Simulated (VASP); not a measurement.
# NaCl (P-3m1) in VASP: relaxation of cell and atoms with PBE

Aim: the relaxation of cell and atoms of NaCl with PBE.

All numbers are computed with VASP 6.6.1; they aren't measurements. Logs are shortened: lines on timing, memory, paths and dates and some standing lists are left out, and cuts for length are marked.

### Step 1. The cell of the first run

It takes space group P-3m1 (No. 164, trigonal). The conventional cell has a = 4.027 Å, b = 4.027 Å, c = 16.439 Å, α = 90.00°, β = 90.00°, γ = 120.00°. Within 3.8 Å of Na (site symmetry 3m) lie 6 Cl at 2.85 Å. Na (site symmetry -3m) has 6 Cl at 2.85 Å within 3.8 Å. Na (site symmetry 3m) has 6 Cl at 2.85 Å within 3.8 Å. Within 3.8 Å of Cl (site symmetry 3m) lie 6 Na at 2.85 Å. Cl (site symmetry 3m) has 6 Na at 2.85 Å and 1 Cl at 3.29 Å within 3.8 Å. Within 3.8 Å of Cl (site symmetry -3m) lie 6 Na at 2.85 Å and 2 Cl at 3.29 Å.

### Step 2. Relaxation of cell and atoms, PBE

INCAR reads:

```
PREC = Accurate
ENCUT = 500
EDIFF = 1E-7
ISMEAR = 0
SIGMA = 0.02
LREAL = F
LASPH = T
NELM = 120
ALGO = Normal
ISIF = 3
LWAVE = F
LCHARG = F
GGA = PE
IBRION = 2
NSW = 65
EDIFFG = -0.01
GGA_COMPAT = F
NELMIN = 4
```

KPOINTS reads:

```
regular mesh
0
Gamma
  9 9 3
```

POSCAR reads:

```
NaCl
1.0
    4.0267341621      0.0000000000      0.0000000000
   -2.0133670810      3.4872540787      0.0000000000
    0.0000000000      0.0000000000     16.4390862174
Na Cl
5 5
Direct
    0.0000000000      0.0000000000      0.0000000000
    0.3333333333      0.6666666667      0.2000000000
    0.6666666667      0.3333333333      0.4000000000
    0.0000000000      0.0000000000      0.6000000000
    0.6666666667      0.3333333333      0.8000000000
    0.6666666667      0.3333333333      0.1000000000
    0.0000000000      0.0000000000      0.3000000000
    0.3333333333      0.6666666667      0.5000000000
    0.3333333333      0.6666666667      0.7000000000
    0.3333333333      0.6666666667      0.9000000000
```

Potentials or basis: VASP PAW PBE potentials, release 64 (Na_pv, Cl).

Started as:

```sh
$ cat potpaw_PBE.64/Na_pv/POTCAR potpaw_PBE.64/Cl/POTCAR > POTCAR
$ mpirun -np 1 vasp_std > vasp.out
```

OUTCAR:

```text
PREC = Accurate
   ENCUT = 500
   EDIFF = 1E-7
   ISMEAR = 0
   LREAL = F
   LASPH = T
   NELM = 120
   ISIF = 3
   GGA = PE
   IBRION = 2
   NSW = 65
   EDIFFG = -0.01
   NELMIN = 4

 ion  position               nearest neighbor table
   1  0.000  0.000  0.000-
   2  0.333  0.667  0.200-
   3  0.667  0.333  0.400-
   4  0.000  0.000  0.600-
   5  0.667  0.333  0.800-
   6  0.667  0.333  0.100-
   7  0.000  0.000  0.300-
   8  0.333  0.667  0.500-
   9  0.333  0.667  0.700-
  10  0.333  0.667  0.900-

  LATTYP: Found a hexagonal cell.
 ALAT       =     4.0267341621
 C/A-ratio  =     4.0824860931

  Lattice vectors:

 A1 = (   4.0267341621,   0.0000000000,   0.0000000000)
 A2 = (  -2.0133670810,   3.4872540787,   0.0000000000)
 A3 = (   0.0000000000,   0.0000000000,  16.4390862174)

Analysis of symmetry for initial positions (statically):
=====================================================================
 Subroutine PRICEL returns:
 Original cell was already a primitive cell.

 Routine SETGRP: Setting up the symmetry group for a
 hexagonal supercell.

 Subroutine GETGRP returns: Found 12 space group operations
 (whereof  6 operations were pure point group operations)
 out of a pool of 24 trial point group operations.

The static configuration has the point symmetry C_3v.
 The point group associated with its full space group is D_3d.

Analysis of symmetry for dynamics (positions and initial velocities):
=====================================================================
 Subroutine PRICEL returns:
 Original cell was already a primitive cell.

 Routine SETGRP: Setting up the symmetry group for a
 hexagonal supercell.

 Subroutine GETGRP returns: Found 12 space group operations
 (whereof  6 operations were pure point group operations)
 out of a pool of 24 trial point group operations.

The dynamic configuration has the point symmetry C_3v.
 The point group associated with its full space group is D_3d.

 Subroutine INISYM returns: Found 12 space group operations
 (whereof  6 operations are pure point group operations),
 and found     1 'primitive' translations

----------------------------------------------------------------------------------------

                                     Primitive cell

  volume of cell :     230.8417

  direct lattice vectors                    reciprocal lattice vectors
     4.026734162  0.000000000  0.000000000     0.248340208  0.143379286  0.000000000
    -2.013367081  3.487254079  0.000000000     0.000000000  0.286758572  0.000000000
     0.000000000  0.000000000 16.439086217     0.000000000  0.000000000  0.060830632

  length of vectors
     4.026734162  4.026734162 16.439086217     0.286758572  0.286758572  0.060830632

  position of ions in fractional coordinates (direct lattice)
     0.000000000  0.000000000  0.000000000
     0.333333333  0.666666667  0.200000000
     0.666666667  0.333333333  0.400000000
     0.000000000  0.000000000  0.600000000
     0.666666667  0.333333333  0.800000000
     0.666666667  0.333333333  0.100000000
     0.000000000  0.000000000  0.300000000
     0.333333333  0.666666667  0.500000000
     0.333333333  0.666666667  0.700000000
     0.333333333  0.666666667  0.900000000

  ion indices of the primitive-cell ions
   primitive index   ion index
                 1           1
                 2           2
                 3           3
                 4           4
                 5           5
                 6           6
                 7           7
                 8           8
                 9           9
                10          10

----------------------------------------------------------------------------------------

 KPOINTS: regular mesh

Automatic generation of k-mesh.
 Grid dimensions read from file:
 generate k-points for:    9    9    3

 Generating k-lattice:

  Cartesian coordinates                     Fractional coordinates (reciprocal lattice)
     0.027593356  0.015931032  0.000000000     0.111111111  0.000000000  0.000000000
     0.000000000  0.031862064  0.000000000     0.000000000  0.111111111  0.000000000
     0.000000000  0.000000000  0.020276877     0.000000000  0.000000000  0.333333333

  Length of vectors
     0.031862064  0.031862064  0.020276877

  Shift w.r.t. Gamma in fractional coordinates (k-lattice)
     0.000000000  0.000000000  0.000000000

 Subroutine IBZKPT returns following result:
 ===========================================

 Found     31 irreducible k-points:

 Following reciprocal coordinates:
            Coordinates               Weight
  0.000000  0.000000  0.000000      1.000000
  0.111111  0.000000  0.000000      6.000000
  0.222222 -0.000000  0.000000      6.000000
  0.333333  0.000000  0.000000      6.000000
  0.444444 -0.000000  0.000000      6.000000
  0.111111  0.111111  0.000000      6.000000
[... 16 lines left out ...]
  0.222222  0.111111  0.333333     12.000000
 -0.111111  0.333333  0.333333     12.000000
 [... further k-points ...]
   k-points           NKPTS =     31   k-points in BZ     NKDIM =     31   number of bands    NBANDS=     42
   number of dos      NEDOS =    301   number of ions     NIONS =     10
   total plane-waves  NPLWV = 108000
   dimension x,y,z NGX =    30 NGY =   30 NGZ =  120
   dimension x,y,z NGXF=    60 NGYF=   60 NGZF=  240
   ions per type =               5   5
   NGX,Y,Z   is equivalent  to a cutoff of  12.39, 12.39, 12.14 a.u.
   NGXF,Y,Z  is equivalent  to a cutoff of  24.77, 24.77, 24.27 a.u.
 SYSTEM =  unknown system
   PREC   = accura    normal or accurate (medium, high low for compatibility)
   ISTART =      0    job   : 0-new  1-cont  2-samecut
   ICHARG =      2    charge: 1-file 2-atom 10-const
   ISPIN  =      1    spin polarized calculation?
   LNONCOLLINEAR =      F non collinear calculations
   LSORBIT =      F    spin-orbit coupling
   LASPH  =      T    aspherical Exc in radial PAW
   ENCUT  =  500.0 eV  36.75 Ry    6.06 a.u.   7.34  7.34 29.97*2*pi/ulx,y,z
   NELM   =    120;   NELMIN=  4; NELMDL= -5     # of ELM steps
   EDIFF  = 0.1E-06   stopping-criterion for ELM
   LREAL  =      F    real-space projection
   EDIFFG = -.1E-01   stopping-criterion for IOM
   NSW    =     65    number of steps for IOM
   IBRION =      2    ionic relax: 0-MD 1-quasi-New 2-CG
   NFREE  =      1    steps in history (QN), initial steepest desc. (CG)
   ISIF   =      3    stress and relaxation
   ISYM   =      2    0-nonsym 1-usesym 2-fastsym
   POTIM  = 0.5000    time-step for ionic-motion
   TEBEG  =    0.0;   TEEND  =   0.0 temperature during run
   PSTRESS=    0.0 pullay stress
   NELECT =      70.0000    total number of electrons
   NUPDOWN=      -1.0000    fix difference up-down
   EMIN   =  10.00;   EMAX   =-10.00  energy-range for DOS
   EFERMI =   0.00;   METHOD = LEGACY
   ISMEAR =     0;   SIGMA  =   0.02  broadening in eV -4-tet -1-fermi 0-gaus
   EFERMI_NEDOS =   21; number of points for ismear=-14 and -15
   IALGO  =     38    algorithm
   IMIX   =      4    mixing-type and parameters
     AMIX     =   0.40;   BMIX     =  1.00
     AMIX_MAG =   1.60;   BMIX_MAG =  1.00
  volume/ion in A,a.u.               =      23.08       155.78
  Fermi-wavevector in a.u.,A,eV,Ry     =   1.099857  2.078428 16.458760  1.209685
  Thomas-Fermi vector in A             =   2.236258
   LORBIT       =      0    0 simple, 1 ext, 2 COOP (PROOUT), +10 PAW based schemes
   GGA     = PE    functional components
   LHFCALC =     F    Hartree Fock is set to
   AEXX    =    0.0000 exact exchange contribution
   IVDW    =     0    specifies the selected vdW correction
   LEPSILON=     F    determine dielectric tensor
   LRPA    =     F    only Hartree local field effects (RPA)
 conjugate gradient relaxation of ions
 non-spin polarized calculation
 Gauss-broadening in eV      SIGMA  =   0.02
  energy-cutoff  :      500.00
  volume of cell :      230.84
 maximum number of plane-waves:      5916
 NGX is ok and might be reduce to    30
   NGX = 15   NGY = 15   NGZ = 59

--------------------------------------- Ionic step        1  -------------------------------------------

 number of electron      69.9999942 magnetization

 Free energy of the ion-electron system (eV)
  ---------------------------------------------------
  ext. energy  EPLUGINS =         0.00000000
  ---------------------------------------------------
  free energy    TOTEN  =       -33.54844711 eV

  energy without entropy =      -33.54844711  energy(sigma->0) =      -33.54844711

------------------------ aborting loop because EDIFF is reached ----------------------------------------

  FORCE on cell =-STRESS in cart. coord.  units (eV):
  Direction    XX          YY          ZZ          XY          YZ          ZX
  --------------------------------------------------------------------------------------
  -------------------------------------------------------------------------------------
  Total       -0.4417782     -0.4417782      2.6977351     -0.0000000      0.0000000     -0.0000000
  in kB       -3.0662010     -3.0662010     18.7238722     -0.0000000      0.0000000     -0.0000000
  external PRESSURE =       4.1971567 kB  Pullay stress =       0.0000000 kB
[... 113 lines left out ...]
  FREE ENERGIE OF THE ION-ELECTRON SYSTEM (eV)
  ---------------------------------------------------
  free  energy   TOTEN  =       -33.6188607996 eV

  energy  without entropy=      -33.6188607996  energy(sigma->0) =      -33.61886080

[... ionic steps 4 to 12 ...]

--------------------------------------- Ionic step       13  -------------------------------------------

 number of electron      70.0000020 magnetization

------------------------ aborting loop because EDIFF is reached ----------------------------------------

  FORCE on cell =-STRESS in cart. coord.  units (eV):
  Direction    XX          YY          ZZ          XY          YZ          ZX
  --------------------------------------------------------------------------------------
  -------------------------------------------------------------------------------------
  Total        0.0514834      0.0514834      0.0927735      0.0000000     -0.0000000      0.0000000
  in kB        0.3546409      0.3546409      0.6390651      0.0000000     -0.0000000      0.0000000
  external PRESSURE =       0.4494490 kB  Pullay stress =       0.0000000 kB
[... 73 lines left out ...]
  energy  without entropy=      -33.6416629461  energy(sigma->0) =      -33.64166295

--------------------------------------- Ionic step       15  -------------------------------------------

 number of electron      70.0000017 magnetization

 Free energy of the ion-electron system (eV)
  ---------------------------------------------------
  ext. energy  EPLUGINS =         0.00000000
  ---------------------------------------------------
  free energy    TOTEN  =       -33.64172538 eV

  energy without entropy =      -33.64172538  energy(sigma->0) =      -33.64172538

 E-fermi :  -0.6574     XC(G=0):  -7.9878

 val. band max:       -0.8239825330   @ k =   0.0000   0.0000   0.0000
 cond. band min:       3.9330195900   @ k =   0.0000   0.0000   0.0000
 fundamental gap:      4.7570021230
 Fermi energy:        -0.6574168289

 k-point     1 :       0.0000    0.0000    0.0000
  band No.  band energies     occupation
      1     -22.0710      2.00000
      2     -22.0710      2.00000
      3     -22.0705      2.00000
      4     -22.0705      2.00000
      5     -22.0646      2.00000
      6     -22.0560      2.00000
[... 1069 lines left out ...]
     41       8.0311      0.00000
     42       8.1743      0.00000

 [... further k-points ...]

------------------------ aborting loop because EDIFF is reached ----------------------------------------

  FORCE on cell =-STRESS in cart. coord.  units (eV):
  Direction    XX          YY          ZZ          XY          YZ          ZX
  --------------------------------------------------------------------------------------
  -------------------------------------------------------------------------------------
  Total        0.0035783      0.0035783      0.0094525      0.0000000      0.0000000      0.0000000
  in kB        0.0246088      0.0246088      0.0650064      0.0000000      0.0000000      0.0000000
  external PRESSURE =       0.0380747 kB  Pullay stress =       0.0000000 kB
[... 25 lines left out ...]
  FREE ENERGIE OF THE ION-ELECTRON SYSTEM (eV)
  ---------------------------------------------------
  free  energy   TOTEN  =       -33.6417253828 eV

  energy  without entropy=      -33.6417253828  energy(sigma->0) =      -33.64172538

 reached required accuracy - stopping structural energy minimisation
```

It took 72 min on 1 thread of Oxide Virtual Turin-like, shared host; peak memory 0.42 GiB.

Results:

```
Free energy                           : -33.6417 eV
Relaxed volume                        : 23.30 Å³/atom
Relaxed cell                          : a = 3.980 Å, b = 3.980 Å, c = 16.984 Å, α = 90.00°, β = 90.00°, γ = 120.00°
Space group after relaxing (to 0.1 Å) : P-3m1 (No. 164)
Energy gained by relaxing             : 9.3 meV/atom
Ionic steps                           : 15
Pressure after relaxing               : 0.0 GPa
Band gap on the k mesh                : 4.76 eV
```

Forces on the atoms (eV/Å):
```
Na   0.000  0.000  0.002
Na   0.000  0.000  0.000
Na   0.000  0.000 -0.002
Na   0.000  0.000  0.001
Na   0.000  0.000 -0.001
Cl   0.000  0.000  0.003
Cl   0.000  0.000 -0.003
Cl   0.000  0.000  0.002
Cl   0.000  0.000  0.000
Cl   0.000  0.000 -0.002
```

Step by step:
```csv
step,energy change (eV),largest force (eV/Å),pressure (GPa),volume (Å³)
1,0.0000,0.3522,0.42,230.84
2,-0.0404,0.2441,0.14,232.85
3,-0.0704,0.1001,-0.47,237.89
4,-0.0724,0.0901,-0.36,236.91
5,-0.0789,0.0823,-0.16,234.71
6,-0.0818,0.0712,0.11,231.93
7,-0.0844,0.0541,0.10,232.07
8,-0.0892,0.0626,0.05,232.50
9,-0.0857,0.1206,-0.03,233.36
10,-0.0899,0.0791,0.02,232.76
11,-0.0927,0.0271,-0.03,233.29
12,-0.0930,0.0172,-0.06,233.58
13,-0.0932,0.0103,0.04,232.59
14,-0.0932,0.0126,0.01,232.89
15,-0.0933,0.0029,0.00,232.97
```

Final structure:
```yaml
crystal:
  lattice:
    - [3.97986, 0.00000, 0.00000]
    - [-1.98993, 3.44666, 0.00000]
    - [0.00000, 0.00000, 16.98385]
  atoms:
    - { symbol: Na, position: [0.00000, 0.00000, 0.00496] }
    - { symbol: Na, position: [0.33333, 0.66667, 0.20000] }
    - { symbol: Na, position: [0.66667, 0.33333, 0.39504] }
    - { symbol: Na, position: [0.00000, 0.00000, 0.59622] }
    - { symbol: Na, position: [0.66667, 0.33333, 0.80378] }
    - { symbol: Cl, position: [0.66667, 0.33333, 0.10242] }
    - { symbol: Cl, position: [0.00000, 0.00000, 0.29758] }
    - { symbol: Cl, position: [0.33333, 0.66667, 0.49267] }
    - { symbol: Cl, position: [0.33333, 0.66667, 0.70000] }
    - { symbol: Cl, position: [0.33333, 0.66667, 0.90733] }
```

Levels at points of the mesh, in eV from the valence-band top:
```
           k point  band 32  band 33  band 34  band 35  band 36  band 37  band 38  band 39
(0.00, 0.00, 0.00)    -0.09    -0.01    -0.01     0.00     4.76     5.80     5.81     7.07
```
